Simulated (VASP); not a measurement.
# Al36H in VASP: single point with PBE+D3(BJ)

Aim: the single point of Al36H with PBE+D3(BJ).

All numbers are computed with VASP 6.6.1; they aren't measurements. Logs are shortened: lines on timing, memory, paths and dates and some standing lists are left out, and cuts for length are marked.

### Step 1. The cell of the first run

The cell holds a slab with vacuum, 37 atoms: a = 5.629 Å, b = 5.629 Å, c = 35.907 Å, α = 90.00°, β = 90.00°, γ = 120.00°.

### Step 2. Single point, PBE+D3(BJ)

The input, INCAR:

```
  PREC = Accurate
  ENCUT = 520
  EDIFF = 1E-7
  ISMEAR = 0
  SIGMA = 0.1
  LREAL = Auto
  LASPH = True
  NELM = 80
  ALGO = Normal
  ISIF = 2
  LWAVE = False
  LCHARG = False
  LDIPOL = True
  IDIPOL = 3
  DIPOL = 0.5 0.5 0.377
  GGA = PE
  IVDW = 12
  NBANDS = 78
```

The input, KPOINTS:

```
regular mesh
0
Gamma
  6 6 1
```

The input, POSCAR:

```
Al36H
1.0
    5.6288445219      0.0000000000      0.0000000000
   -2.8144222609      4.8747223499      0.0000000000
    0.0000000000      0.0000000000     35.9073562080
Al H
36 1
Direct
    0.1666666667      0.3333333333      0.1113977865
    0.1666666667      0.8333333333      0.1113977865
    0.6666666667      0.3333333333      0.1113977865
    0.6666666667      0.8333333333      0.1113977865
    0.0000000000      0.0000000000      0.1757372983
    0.0000000000      0.5000000000      0.1757372983
    0.5000000000      0.0000000000      0.1757372983
    0.5000000000      0.5000000000      0.1757372983
    0.3333333333      0.1666666667      0.2400768102
    0.3333333333      0.6666666667      0.2400768102
    0.8333333333      0.1666666667      0.2400768102
    0.8333333333      0.6666666667      0.2400768102
    0.0000000000      0.0000000000      0.3044163221
    0.0000000000      0.5000000000      0.3044163221
    0.5000000000      0.0000000000      0.3044163221
    0.5000000000      0.5000000000      0.3044163221
    0.1666666667      0.3333333333      0.3682539347
    0.1666666667      0.8333333333      0.3682539347
    0.6666666667      0.3333333333      0.3682539347
    0.6666666667      0.8333333333      0.3682539347
    0.0000000000      0.0000000000      0.4320699059
    0.0000000000      0.5000000000      0.4320699059
    0.5000000000      0.0000000000      0.4320699059
    0.5000000000      0.5000000000      0.4320699059
    0.3333333333      0.1666666667      0.4967844642
    0.3333333333      0.6666666667      0.4967844642
    0.8333333333      0.1666666667      0.4967844642
    0.8333333333      0.6666666667      0.4967844642
    0.0000000000      0.0000000000      0.5611166564
    0.0000000000      0.5000000000      0.5611166564
    0.5000000000      0.0000000000      0.5611166564
    0.5000000000      0.5000000000      0.5611166564
    0.1666666667      0.3333333333      0.6268174153
    0.1666666667      0.8333333333      0.6268174153
    0.6666666667      0.3333333333      0.6268174153
    0.6666666667      0.8333333333      0.6268174153
    0.2500000000      0.5000000000      0.6964410318
```

Potentials or basis: VASP PAW PBE potentials, release 64 (Al, H).

Launch:

```
$ cat potpaw_PBE.64/Al/POTCAR potpaw_PBE.64/H/POTCAR > POTCAR
$ mpirun -np 1 vasp_std > vasp.out
```

OUTCAR:

```text
PREC = Accurate
   ENCUT = 520
   EDIFF = 1E-7
   ISMEAR = 0
   LREAL = Auto
   LASPH = True
   NELM = 80
   ISIF = 2
   GGA = PE
   IVDW = 12
 IVDW          = 12

 ion  position               nearest neighbor table
   1  0.167  0.333  0.111-   2 2.81   2 2.81   3 2.81   3 2.81   4 2.81   4 2.81   5 2.82   8 2.82
                             6 2.82
   2  0.167  0.833  0.111-   1 2.81   1 2.81   4 2.81   4 2.81   3 2.81   3 2.81   6 2.82   7 2.82
                             5 2.82
   3  0.667  0.333  0.111-   4 2.81   4 2.81   1 2.81   1 2.81   2 2.81   2 2.81   7 2.82   6 2.82
                             8 2.82
   4  0.667  0.833  0.111-   3 2.81   3 2.81   2 2.81   2 2.81   1 2.81   1 2.81   8 2.82   5 2.82
                             7 2.82
   5  0.000  0.000  0.176-   6 2.81   6 2.81   7 2.81   7 2.81   8 2.81   8 2.81   1 2.82   4 2.82
                             2 2.82  12 2.82   9 2.82  11 2.82
   6  0.000  0.500  0.176-   5 2.81   5 2.81   8 2.81   8 2.81   7 2.81   7 2.81   2 2.82   3 2.82
                             1 2.82  11 2.82  10 2.82  12 2.82
   7  0.500  0.000  0.176-   8 2.81   8 2.81   5 2.81   5 2.81   6 2.81   6 2.81   3 2.82   2 2.82
                             4 2.82  10 2.82  11 2.82   9 2.82
   8  0.500  0.500  0.176-   7 2.81   7 2.81   6 2.81   6 2.81   5 2.81   5 2.81   4 2.82   1 2.82
                             3 2.82   9 2.82  12 2.82  10 2.82
   9  0.333  0.167  0.240-  10 2.81  10 2.81  11 2.81  11 2.81  12 2.81  12 2.81  16 2.82   8 2.82
[... 40 lines left out ...]
                            27 2.82  33 2.86  36 2.86  34 2.86
  30  0.000  0.500  0.561-  29 2.81  29 2.81  32 2.81  32 2.81  31 2.81  31 2.81  27 2.82  26 2.82
                            28 2.82  34 2.86  35 2.86  33 2.86
  31  0.500  0.000  0.561-  32 2.81  32 2.81  29 2.81  29 2.81  30 2.81  30 2.81  26 2.82  27 2.82
                            25 2.82  35 2.86  34 2.86  36 2.86
  32  0.500  0.500  0.561-  31 2.81  31 2.81  30 2.81  30 2.81  29 2.81  29 2.81  25 2.82  28 2.82
                            26 2.82  36 2.86  33 2.86  35 2.86
  33  0.167  0.333  0.627-  34 2.81  34 2.81  35 2.81  35 2.81  36 2.81  36 2.81  29 2.86  32 2.86
                            30 2.86
  34  0.167  0.833  0.627-  33 2.81  33 2.81  36 2.81  36 2.81  35 2.81  35 2.81  30 2.86  31 2.86
                            29 2.86
  35  0.667  0.333  0.627-  36 2.81  36 2.81  33 2.81  33 2.81  34 2.81  34 2.81  31 2.86  30 2.86
                            32 2.86
  36  0.667  0.833  0.627-  35 2.81  35 2.81  34 2.81  34 2.81  33 2.81  33 2.81  32 2.86  29 2.86
                            31 2.86
  37  0.250  0.500  0.696-

  LATTYP: Found a hexagonal cell.
 ALAT       =     5.6288445219
 C/A-ratio  =     6.3791700176

  Lattice vectors:

 A1 = (   5.6288445219,   0.0000000000,   0.0000000000)
 A2 = (  -2.8144222609,   4.8747223499,   0.0000000000)
 A3 = (   0.0000000000,   0.0000000000,  35.9073562080)

Analysis of symmetry for initial positions (statically):
=====================================================================
 Subroutine PRICEL returns:
 Original cell was already a primitive cell.

 Routine SETGRP: Setting up the symmetry group for a
 hexagonal supercell.

 Subroutine GETGRP returns: Found  2 space group operations
 (whereof  2 operations were pure point group operations)
 out of a pool of 24 trial point group operations.

The static configuration has the point symmetry C_1h.

Analysis of symmetry for dynamics (positions and initial velocities):
=====================================================================
 Subroutine PRICEL returns:
 Original cell was already a primitive cell.

 Routine SETGRP: Setting up the symmetry group for a
 hexagonal supercell.

 Subroutine GETGRP returns: Found  2 space group operations
 (whereof  2 operations were pure point group operations)
 out of a pool of 24 trial point group operations.

The dynamic configuration has the point symmetry C_1h.

 Subroutine INISYM returns: Found  2 space group operations
 (whereof  2 operations are pure point group operations),
 and found     1 'primitive' translations

----------------------------------------------------------------------------------------

                                     Primitive cell

  volume of cell :     985.2639

  direct lattice vectors                    reciprocal lattice vectors
     5.628844522  0.000000000  0.000000000     0.177656355  0.102569944  0.000000000
    -2.814422261  4.874722350  0.000000000     0.000000000  0.205139889  0.000000000
[... 106 lines left out ...]
 ===========================================

 Found     13 irreducible k-points:

 Following reciprocal coordinates:
            Coordinates               Weight
  0.000000  0.000000  0.000000      1.000000
  0.166667  0.000000  0.000000      4.000000
  0.000000  0.166667  0.000000      2.000000
  0.333333  0.000000  0.000000      4.000000
  0.000000  0.333333  0.000000      2.000000
  0.500000  0.000000  0.000000      2.000000
  0.000000  0.500000  0.000000      1.000000
  0.166667  0.166667  0.000000      4.000000
 -0.333333  0.166667  0.000000      2.000000
  0.333333  0.166667  0.000000      4.000000
 -0.166667  0.500000  0.000000      4.000000
  0.500000  0.333333  0.000000      4.000000
  0.333333  0.333333  0.000000      2.000000
   k-points           NKPTS =     13   k-points in BZ     NKDIM =     13   number of bands    NBANDS=     78
   number of dos      NEDOS =    301   number of ions     NIONS =     37
   total plane-waves  NPLWV = 476280
   dimension x,y,z NGX =    42 NGY =   42 NGZ =  270
   dimension x,y,z NGXF=    84 NGYF=   84 NGZF=  540
   ions per type =              36   1
   NGX,Y,Z   is equivalent  to a cutoff of  12.40, 12.40, 12.50 a.u.
   NGXF,Y,Z  is equivalent  to a cutoff of  24.81, 24.81, 25.00 a.u.
 SYSTEM =  unknown system
   PREC   = accura    normal or accurate (medium, high low for compatibility)
   ISTART =      0    job   : 0-new  1-cont  2-samecut
   ICHARG =      2    charge: 1-file 2-atom 10-const
   ISPIN  =      1    spin polarized calculation?
   LNONCOLLINEAR =      F non collinear calculations
   LSORBIT =      F    spin-orbit coupling
   LASPH  =      T    aspherical Exc in radial PAW
   ENCUT  =  520.0 eV  38.22 Ry    6.18 a.u.  10.47 10.47 66.76*2*pi/ulx,y,z
   NELM   =     80;   NELMIN=  2; NELMDL= -5     # of ELM steps
   EDIFF  = 0.1E-06   stopping-criterion for ELM
   LREAL  =      T    real-space projection
   EDIFFG = 0.1E-05   stopping-criterion for IOM
   NSW    =      0    number of steps for IOM
   IBRION =     -1    ionic relax: 0-MD 1-quasi-New 2-CG
   NFREE  =      0    steps in history (QN), initial steepest desc. (CG)
   ISIF   =      2    stress and relaxation
   ISYM   =      2    0-nonsym 1-usesym 2-fastsym
   POTIM  = 0.5000    time-step for ionic-motion
   TEBEG  =    0.0;   TEEND  =   0.0 temperature during run
   PSTRESS=    0.0 pullay stress
   NELECT =     109.0000    total number of electrons
   NUPDOWN=      -1.0000    fix difference up-down
   EMIN   =  10.00;   EMAX   =-10.00  energy-range for DOS
   EFERMI =   0.00;   METHOD = LEGACY
   ISMEAR =     0;   SIGMA  =   0.10  broadening in eV -4-tet -1-fermi 0-gaus
   EFERMI_NEDOS =   21; number of points for ismear=-14 and -15
   IALGO  =     38    algorithm
   IMIX   =      4    mixing-type and parameters
     AMIX     =   0.40;   BMIX     =  1.00
     AMIX_MAG =   1.60;   BMIX_MAG =  1.00
  volume/ion in A,a.u.               =      26.63       179.70
  Fermi-wavevector in a.u.,A,eV,Ry     =   0.785898  1.485132  8.403442  0.617636
  Thomas-Fermi vector in A             =   1.890327
   LORBIT       =      0    0 simple, 1 ext, 2 COOP (PROOUT), +10 PAW based schemes
   GGA     = PE    functional components
   LHFCALC =     F    Hartree Fock is set to
   AEXX    =    0.0000 exact exchange contribution
   IVDW    =    12    specifies the selected vdW correction
   LEPSILON=     F    determine dielectric tensor
   LRPA    =     F    only Hartree local field effects (RPA)
 non-spin polarized calculation
 Gauss-broadening in eV      SIGMA  =   0.10
  energy-cutoff  :      520.00
  volume of cell :      985.26
 maximum number of plane-waves:     26641
 NGX is ok and might be reduce to    42
   NGX = 21   NGY = 21   NGZ =133

 dipolmoment           0.000000      0.000000     -0.001726 electrons x Angstroem

 number of electron     109.0000000 magnetization

 dipolmoment           0.000000      0.000000      0.233840 electrons x Angstroem

 Free energy of the ion-electron system (eV)
  ---------------------------------------------------
  ext. energy  EPLUGINS =         0.00000000
  ---------------------------------------------------
  free energy    TOTEN  =      -133.12848694 eV

  energy without entropy =     -133.04874393  energy(sigma->0) =     -133.08861544

 E-fermi :   2.8980     XC(G=0):  -6.6131

 val. band max:        2.8927003404   @ k =   0.0000   0.1667   0.0000
 cond. band min:       2.9237307984   @ k =   0.1667   0.1667   0.0000
 fundamental gap:      0.0310304581
 Fermi energy:         2.8980286385

 k-point     1 :       0.0000    0.0000    0.0000
  band No.  band energies     occupation
      1      -8.4083      2.00000
      2      -8.1440      2.00000
      3      -7.7579      2.00000
      4      -7.2052      2.00000
      5      -6.5257      2.00000
      6      -5.7122      2.00000
[... 886 lines left out ...]
     65       5.5076      0.00000
     66       5.5094      0.00000
 [bands above 66 left out]

------------------------ aborting loop because EDIFF is reached ----------------------------------------

 vacuum level on the upper side and lower side of the slab       (xc-potential included)         0.707        -0.803

 Edisp (eV)  -11.28010

 E8    (eV) :    -5.1098

  FORCE on cell =-STRESS in cart. coord.  units (eV):
  Direction    XX          YY          ZZ          XY          YZ          ZX
  --------------------------------------------------------------------------------------
  -------------------------------------------------------------------------------------
  Total      -3.62663    -4.02091    -2.90834    -0.00000    -0.52746    -0.00000
  in kB      -5.89741    -6.53856    -4.72937    -0.00000    -0.85772    -0.00000
  external pressure =       -5.72 kB  Pullay stress =        0.00 kB

 VOLUME and BASIS-vectors are now :
 -----------------------------------------------------------------------------
  energy-cutoff  :      520.00
  volume of cell :      985.26
      direct lattice vectors                 reciprocal lattice vectors
     5.628844522  0.000000000  0.000000000     0.177656355  0.102569944  0.000000000
    -2.814422261  4.874722350  0.000000000     0.000000000  0.205139889  0.000000000
     0.000000000  0.000000000 35.907356208     0.000000000  0.000000000  0.027849447

 POSITION                                       TOTAL-FORCE (eV/Angst)
 -----------------------------------------------------------------------------------
      0.00000      1.62491      4.00000         0.000000      0.019908     -0.107099
     -1.40721      4.06227      4.00000         0.012163     -0.014602     -0.103179
      2.81442      1.62491      4.00000         0.000000      0.009205     -0.100420
      1.40721      4.06227      4.00000        -0.012163     -0.014602     -0.103179
      0.00000      0.00000      6.31026         0.000000      0.037416      0.119995
     -1.40721      2.43736      6.31026         0.052427     -0.006137      0.108517
[... 29 lines left out ...]
      1.40721      4.06227     22.50736         0.012236      0.014219      0.098678
      0.00000      2.43736     25.00736        -0.000000     -0.226068     -1.440408
 -----------------------------------------------------------------------------------
    total drift:                               -0.000000      0.000077     -0.028719

  FREE ENERGIE OF THE ION-ELECTRON SYSTEM (eV)
  ---------------------------------------------------
  free  energy   TOTEN  =      -144.4085853373 eV

  energy  without entropy=     -144.3288423243  energy(sigma->0) =     -144.36871383

 vacuum level on the upper side and lower side of the slab         8.457         6.921
```

Wall time 43 min (1 thread of Intel Xeon 6975P-C (Granite Rapids), shared host); peak memory 1.2 GiB.

Results:

```
Free energy                : -144.4086 eV
Largest force              : 1.458 eV/Å
Band gap on the k mesh     : zero (an odd number of electrons rules out a gap without spin polarisation)
Dispersion energy per atom : -0.305 eV
```

Forces on the atoms (eV/Å):
```
Al   0.000  0.020 -0.107
Al   0.012 -0.015 -0.103
Al   0.000  0.009 -0.100
Al  -0.012 -0.015 -0.103
Al   0.000  0.037  0.120
Al   0.052 -0.006  0.109
Al   0.000 -0.026  0.137
Al  -0.052 -0.006  0.109
Al  -0.012  0.018 -0.025
Al   0.000 -0.028 -0.030
Al   0.012  0.018 -0.025
Al   0.000 -0.014 -0.025
Al   0.000  0.007 -0.002
Al   0.033  0.010  0.030
Al   0.000 -0.025 -0.004
Al  -0.033  0.010  0.030
Al   0.000  0.025  0.032
Al   0.010 -0.019  0.002
Al   0.000  0.007 -0.025
Al  -0.010 -0.019  0.002
Al   0.000  0.018 -0.002
Al   0.039 -0.003  0.000
Al   0.000 -0.014  0.058
Al  -0.039 -0.003  0.000
Al   0.003  0.006 -0.010
Al   0.000 -0.009 -0.064
Al  -0.003  0.006 -0.010
Al   0.000  0.022  0.020
Al   0.000 -0.027 -0.030
Al   0.000 -0.003  0.033
Al   0.000  0.027 -0.038
Al   0.000 -0.003  0.033
Al   0.000  0.224  1.229
Al  -0.012  0.014  0.099
Al   0.000 -0.033  0.002
Al   0.012  0.014  0.099
H    0.000 -0.226 -1.440
```

The gap in the log of VASP goes by the Fermi energy; the results here count the filled bands.